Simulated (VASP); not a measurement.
C:

```
CELL_PARAMETERS angstrom
1.22805 -2.12706 0.00000
1.22805 2.12706 0.00000
0.00000 0.00000 7.17327
ATOMIC_POSITIONS crystal
C 0.08338 0.91662 0.75314
C 0.58338 0.41662 0.24686
C 0.91662 0.08338 0.24686
C 0.41662 0.58338 0.75314
```

| Quantity | Value |
| --- | --- |
| Program | VASP 6.6.1 |
| Task | relaxation of cell and atoms |
| Functional | PBE |
| Potentials or basis | VASP PAW PBE potentials, release 64 (C) |
| Cutoff | 600 eV |
| k mesh | 21 × 21 × 8 |
| Occupations | gaussian, width 0.1 eV |
| Spin | no spin polarisation |

At the start: pressure 3.8 GPa; volume 9.37 Å³/atom.

Problem. How do energy, volume and symmetry change on relaxing?

Solution. Over 21 steps the energy falls by 5.7 meV/atom and the volume is 10.80 Å³/atom (+15.3 %); space group Fmmm (No. 69, to 0.1 Å) before and after.

Step by step:
```
step  energy change (eV)  largest force (eV/Å)  pressure (GPa)  volume (Å³)
   1              0.0000                0.0266            3.77        37.48
   2              0.0189                0.0964           -6.61        38.68
   3             -0.0053                0.0189            0.31        37.86
   4             -0.0063                0.0589            0.27        37.99
   5             -0.0078                0.2848            0.15        38.41
   6             -0.0079                0.2817            0.14        38.42
   7             -0.0084                0.2722            0.12        38.47
   8             -0.0092                0.2534            0.15        38.57
   9             -0.0108                0.2158            0.17        38.76
  10             -0.0135                0.1408            0.16        39.15
  11             -0.0172                0.0089            0.20        39.93
  12             -0.0194                0.3012            0.33        41.48
  13             -0.0207                0.2335            0.27        41.86
  14             -0.0219                0.1370            0.20        42.41
  15             -0.0224                0.0552            0.05        43.50
  16             -0.0225                0.0278            0.14        43.03
  17             -0.0226                0.0065            0.12        43.15
  18             -0.0226                0.0009            0.11        43.18
  19             -0.0227                0.0056            0.06        43.19
  20             -0.0227                0.0142           -0.04        43.21
  21             -0.0227                0.0008           -0.03        43.21
```

Final structure:
```
C
1.0
     1.23368   -2.13661    0.00000
     1.23368    2.13661    0.00000
     0.00000    0.00000    8.19605
C
4
Direct
  0.08333 0.91667 0.75123
  0.58333 0.41667 0.24877
  0.91667 0.08333 0.24877
  0.41667 0.58333 0.75123
```

Caveat: the volume moved by over 15 % at a fixed basis, so the end points are rough; this functional lacks dispersion, which binds the layers, so the pressure and a relaxed spacing across them are unreliable.
